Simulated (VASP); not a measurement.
# PtSe2 (Sudovikovite) (P-3m1) in VASP: settings compared

Aim: see how the results for PtSe2 (Sudovikovite) move with the level of theory and the settings. Levels: BLYP+D4, PBE, BLYP+D3(BJ). Tasks: single point, relaxation of cell and atoms.

Program: VASP 6.6.1. These are calculated values, not measurements. Logs are shortened: lines on timing, memory, paths and dates and some standing lists are left out, and cuts for length are marked.

### 1 The cell of the first run

It takes space group P-3m1 (No. 164, trigonal). The conventional cell has a = 3.796 Å, b = 3.796 Å, c = 4.894 Å, α = 90.00°, β = 90.00°, γ = 120.00°. Pt (site symmetry -3m) has 6 Se at 2.55 Å within 3.4 Å. Within 3.4 Å of Se (site symmetry 3m) lie 3 Pt at 2.55 Å and 3 Se at 3.16 Å.

### 2 Single point, BLYP+D4

File INCAR:

```
SYSTEM = PtSe2
AGGAC = 1.0 ; AGGAX = 1.0
ALDAC = 0.0 ; ALDAX = 1.0
ALGO = Normal ; EDIFF = 1E-6
ENCUT = 520 ; GGA = B5
ISIF = 2 ; ISMEAR = -1
IVDW = 13 ; LASPH = .True.
LCHARG = .True. ; LELF = .True.
LREAL = .False. ; LVHAR = .True.
LWAVE = .False. ; NBANDS = 18
NELM = 80 ; PREC = Accurate
SIGMA = 0.05 ; VDW_A1 = 0.44488865
VDW_A2 = 4.0933009 ; VDW_S6 = 1.0
VDW_S8 = 2.34076671
```

File KPOINTS:

```
k-points
0
Gamma
  8 8 5
  0 0 0
```

File POSCAR:

```
PtSe2
1.0
    3.7958693492      0.0000000000      0.0000000000
   -1.8979346746      3.2873192858      0.0000000000
    0.0000000000      0.0000000000      4.8936445282
Pt Se
1 2
Direct
    0.0000000000      0.0000000000      0.0000000000
    0.6666666667      0.3333333333      0.7321387635
    0.3333333333      0.6666666667      0.2678612365
```

Potentials or basis: VASP PAW PBE potentials, release 64 (Pt, Se).

Launch:

```bash
$ cat potpaw_PBE.64/Pt/POTCAR potpaw_PBE.64/Se/POTCAR > POTCAR
$ mpirun -np 1 vasp_std > vasp.out
```

OUTCAR:

```text
SYSTEM = PtSe2
   EDIFF = 1E-6
   ENCUT = 520
   GGA = B5
   ISIF = 2
   ISMEAR = -1
   IVDW = 13
   LASPH = .True.
   LREAL = .False.
   NELM = 80
   PREC = Accurate

 ion  position               nearest neighbor table
   1  0.000  0.000  0.000-   2 2.55   3 2.55   3 2.55   2 2.55   2 2.55   3 2.55
   2  0.667  0.333  0.732-   1 2.55   1 2.55   1 2.55
   3  0.333  0.667  0.268-   1 2.55   1 2.55   1 2.55

  LATTYP: Found a hexagonal cell.
 ALAT       =     3.7958693492
 C/A-ratio  =     1.2892025721

  Lattice vectors:

 A1 = (   3.7958693492,   0.0000000000,   0.0000000000)
 A2 = (  -1.8979346746,   3.2873192858,   0.0000000000)
 A3 = (   0.0000000000,   0.0000000000,   4.8936445282)

Analysis of symmetry for initial positions (statically):
=====================================================================
 Subroutine PRICEL returns:
 Original cell was already a primitive cell.

 Routine SETGRP: Setting up the symmetry group for a
 hexagonal supercell.

 Subroutine GETGRP returns: Found 12 space group operations
 (whereof 12 operations were pure point group operations)
 out of a pool of 24 trial point group operations.

The static configuration has the point symmetry D_3d.

Analysis of symmetry for dynamics (positions and initial velocities):
=====================================================================
 Subroutine PRICEL returns:
 Original cell was already a primitive cell.

 Routine SETGRP: Setting up the symmetry group for a
 hexagonal supercell.

 Subroutine GETGRP returns: Found 12 space group operations
 (whereof 12 operations were pure point group operations)
 out of a pool of 24 trial point group operations.

The dynamic configuration has the point symmetry D_3d.

 Subroutine INISYM returns: Found 12 space group operations
 (whereof 12 operations are pure point group operations),
 and found     1 'primitive' translations

----------------------------------------------------------------------------------------

                                     Primitive cell

  volume of cell :      61.0640

  direct lattice vectors                    reciprocal lattice vectors
     3.795869349  0.000000000  0.000000000     0.263444262  0.152099616  0.000000000
    -1.897934675  3.287319286  0.000000000     0.000000000  0.304199231  0.000000000
     0.000000000  0.000000000  4.893644528     0.000000000  0.000000000  0.204346677

  length of vectors
     3.795869349  3.795869349  4.893644528     0.304199231  0.304199231  0.204346677

  position of ions in fractional coordinates (direct lattice)
     0.000000000  0.000000000  0.000000000
     0.666666667  0.333333333  0.732138763
     0.333333333  0.666666667  0.267861237

  ion indices of the primitive-cell ions
   primitive index   ion index
                 1           1
                 2           2
                 3           3

----------------------------------------------------------------------------------------

 KPOINTS: k-points

Automatic generation of k-mesh.
 Grid dimensions read from file:
 generate k-points for:    8    8    5

 Generating k-lattice:

  Cartesian coordinates                     Fractional coordinates (reciprocal lattice)
     0.032930533  0.019012452  0.000000000     0.125000000  0.000000000  0.000000000
     0.000000000  0.038024904  0.000000000     0.000000000  0.125000000  0.000000000
     0.000000000  0.000000000  0.040869335     0.000000000  0.000000000  0.200000000

  Length of vectors
     0.038024904  0.038024904  0.040869335

  Shift w.r.t. Gamma in fractional coordinates (k-lattice)
     0.000000000  0.000000000  0.000000000

 Subroutine IBZKPT returns following result:
 ===========================================

 Found     40 irreducible k-points:

 Following reciprocal coordinates:
            Coordinates               Weight
  0.000000  0.000000  0.000000      1.000000
  0.125000  0.000000  0.000000      6.000000
  0.250000  0.000000  0.000000      6.000000
  0.375000  0.000000  0.000000      6.000000
  0.500000  0.000000  0.000000      3.000000
  0.125000  0.125000  0.000000      6.000000
[... 16 lines left out ...]
 -0.125000  0.500000  0.200000     12.000000
  0.250000  0.250000  0.200000     12.000000
 [... further k-points ...]
   k-points           NKPTS =     40   k-points in BZ     NKDIM =     40   number of bands    NBANDS=     18
   number of dos      NEDOS =    301   number of ions     NIONS =      3
   total plane-waves  NPLWV =  28224
   dimension x,y,z NGX =    28 NGY =   28 NGZ =   36
   dimension x,y,z NGXF=    56 NGYF=   56 NGZF=   72
   ions per type =               1   2
   NGX,Y,Z   is equivalent  to a cutoff of  12.26, 12.26, 12.23 a.u.
   NGXF,Y,Z  is equivalent  to a cutoff of  24.53, 24.53, 24.46 a.u.
 SYSTEM =  PtSe2
   PREC   = accura    normal or accurate (medium, high low for compatibility)
   ISTART =      0    job   : 0-new  1-cont  2-samecut
   ICHARG =      2    charge: 1-file 2-atom 10-const
   ISPIN  =      1    spin polarized calculation?
   LNONCOLLINEAR =      F non collinear calculations
   LSORBIT =      F    spin-orbit coupling
   LASPH  =      T    aspherical Exc in radial PAW
   ENCUT  =  520.0 eV  38.22 Ry    6.18 a.u.   7.06  7.06  9.10*2*pi/ulx,y,z
   NELM   =     80;   NELMIN=  2; NELMDL= -5     # of ELM steps
   EDIFF  = 0.1E-05   stopping-criterion for ELM
   LREAL  =      F    real-space projection
   EDIFFG = 0.1E-04   stopping-criterion for IOM
   NSW    =      0    number of steps for IOM
   IBRION =     -1    ionic relax: 0-MD 1-quasi-New 2-CG
   NFREE  =      0    steps in history (QN), initial steepest desc. (CG)
   ISIF   =      2    stress and relaxation
   ISYM   =      2    0-nonsym 1-usesym 2-fastsym
   POTIM  = 0.5000    time-step for ionic-motion
   TEBEG  =    0.0;   TEEND  =   0.0 temperature during run
   PSTRESS=    0.0 pullay stress
   NELECT =      22.0000    total number of electrons
   NUPDOWN=      -1.0000    fix difference up-down
   EMIN   =  10.00;   EMAX   =-10.00  energy-range for DOS
   EFERMI =   0.00;   METHOD = LEGACY
   ISMEAR =    -1;   SIGMA  =   0.05  broadening in eV -4-tet -1-fermi 0-gaus
   EFERMI_NEDOS =   21; number of points for ismear=-14 and -15
   IALGO  =     38    algorithm
   IMIX   =      4    mixing-type and parameters
     AMIX     =   0.40;   BMIX     =  1.00
     AMIX_MAG =   1.60;   BMIX_MAG =  1.00
  volume/ion in A,a.u.               =      20.35       137.36
  Fermi-wavevector in a.u.,A,eV,Ry     =   1.164896  2.201334 18.462875  1.356983
  Thomas-Fermi vector in A             =   2.301429
   LORBIT       =      0    0 simple, 1 ext, 2 COOP (PROOUT), +10 PAW based schemes
   GGA     = B5    functional components
   LHFCALC =     F    Hartree Fock is set to
   AEXX    =    0.0000 exact exchange contribution
   IVDW    =    13    specifies the selected vdW correction
   LEPSILON=     F    determine dielectric tensor
   LRPA    =     F    only Hartree local field effects (RPA)
 non-spin polarized calculation
  energy-cutoff  :      520.00
  volume of cell :       61.06
 maximum number of plane-waves:      1660
   NGX = 15   NGY = 15   NGZ = 19

 number of electron      21.9999998 magnetization

 Free energy of the ion-electron system (eV)
  ---------------------------------------------------
  ext. energy  EPLUGINS =         0.00000000
  ---------------------------------------------------
  free energy    TOTEN  =       -11.92762131 eV

  energy without entropy =      -11.92369654  energy(sigma->0) =      -11.92565893

 E-fermi :   6.8161     XC(G=0): -10.0530

 val. band max:        6.7499256014   @ k =   0.3750   0.2500   0.0000
 cond. band min:       6.9190809734   @ k =  -0.1250   0.3750   0.2000
 fundamental gap:      0.1691553720
 Fermi energy:         6.8161437067

 k-point     1 :       0.0000    0.0000    0.0000
  band No.  band energies     occupation
      1      -8.6019      2.00000
      2      -5.7798      2.00000
      3      -0.0313      2.00000
      4       0.8686      2.00000
      5       0.8686      2.00000
      6       3.1775      2.00000
[... 10 lines left out ...]
     17      14.2656      0.00000
     18      18.8535      0.00000

 k-point     2 :       0.1250    0.0000    0.0000
  band No.  band energies     occupation
      1      -8.4454      2.00000
      2      -5.8624      2.00000
      3       0.1731      2.00000
      4       0.9688      2.00000
      5       1.0223      2.00000
      6       2.9371      2.00000
[... 10 lines left out ...]
     17      14.7123      0.00000
     18      16.7575      0.00000

 k-point     3 :       0.2500    0.0000    0.0000
  band No.  band energies     occupation
      1      -8.0122      2.00000
      2      -6.0779      2.00000
      3       0.7078      2.00000
      4       1.2182      2.00000
      5       1.4081      2.00000
      6       1.9662      2.00000
[... 10 lines left out ...]
     17      15.1189      0.00000
     18      15.4217      0.00000

 k-point     4 :       0.3750    0.0000    0.0000
  band No.  band energies     occupation
      1      -7.4219      2.00000
      2      -6.3805      2.00000
      3       0.4766      2.00000
      4       1.4494      2.00000
      5       1.5030      2.00000
      6       2.3617      2.00000
[... 375 lines left out ...]
      4       1.2152      2.00000
      5       1.9626      2.00000
      6       2.0482      2.00000
[... 10 lines left out ...]
     17      16.1663      0.00000
     18      16.6388      0.00000

 k-point    23 :      -0.1250    0.5000    0.2000
  band No.  band energies     occupation
      1      -7.1020      2.00000
      2      -6.4771      2.00000
      3      -0.0035      2.00000
      4       0.9888      2.00000
      5       1.5546      2.00000
      6       2.6875      2.00000
[... 10 lines left out ...]
     17      15.9421      0.00000
     18      17.1464      0.00000

 k-point    24 :       0.2500    0.2500    0.2000
  band No.  band energies     occupation
      1      -7.0879      2.00000
      2      -6.5060      2.00000
      3       0.4669      2.00000
      4       0.9599      2.00000
      5       1.4148      2.00000
      6       2.2235      2.00000
[... 10 lines left out ...]
     17      15.2082      0.00000
     18      16.0450      0.00000

 [... further k-points ...]

------------------------ aborting loop because EDIFF is reached ----------------------------------------

  DFT-D4 for vdW energy calculation

  Edisp (eV):   -2.89643

  FORCE on cell =-STRESS in cart. coord.  units (eV):
  Direction    XX          YY          ZZ          XY          YZ          ZX
  --------------------------------------------------------------------------------------
  -------------------------------------------------------------------------------------
  Total       0.23490     0.23490     0.16063    -0.00000     0.00000    -0.00000
  in kB       6.16335     6.16335     4.21450    -0.00000     0.00000    -0.00000
  external pressure =        5.51 kB  Pullay stress =        0.00 kB

 VOLUME and BASIS-vectors are now :
 -----------------------------------------------------------------------------
  energy-cutoff  :      520.00
  volume of cell :       61.06
      direct lattice vectors                 reciprocal lattice vectors
     3.795869349  0.000000000  0.000000000     0.263444262  0.152099616  0.000000000
    -1.897934675  3.287319286  0.000000000     0.000000000  0.304199231  0.000000000
     0.000000000  0.000000000  4.893644528     0.000000000  0.000000000  0.204346677

 POSITION                                       TOTAL-FORCE (eV/Angst)
 -----------------------------------------------------------------------------------
      0.00000      0.00000      0.00000         0.000000      0.000000      0.000000
      1.89793      1.09577      3.58283        -0.000000      0.000000     -0.056439
     -0.00000      2.19155      1.31082         0.000000     -0.000000      0.056439
 -----------------------------------------------------------------------------------
    total drift:                               -0.000000     -0.000000      0.000000

  FREE ENERGIE OF THE ION-ELECTRON SYSTEM (eV)
  ---------------------------------------------------
  free  energy   TOTEN  =       -14.8240561093 eV

  energy  without entropy=      -14.8201313368  energy(sigma->0) =      -14.82209372
```

Run time: 29 s. Hardware: 1 thread of Intel Xeon 6975P-C (Granite Rapids), shared host; peak memory 0.2 GiB.

Results:

```
Free energy                : -14.8241 eV
Pressure                   : 0.6 GPa
Largest force              : 0.056 eV/Å
Band gap on the k mesh     : zero (band 11 reaches 7.47 eV, above the bottom of band 12 at 6.75 eV)
Dispersion energy per atom : -0.965 eV
```

Forces in eV/Å, atoms in the order of the input:
```
Pt   0.000  0.000  0.000
Se   0.000  0.000 -0.056
Se   0.000  0.000  0.056
```

Caveat: the PAW data sets were made with another functional, which shifts forces and pressure a little; spin-orbit coupling is left out, which moves the levels of the heavy elements; pairwise dispersion overbinds metals, which lowers pressure and volume.

[end of part 1 of 2]
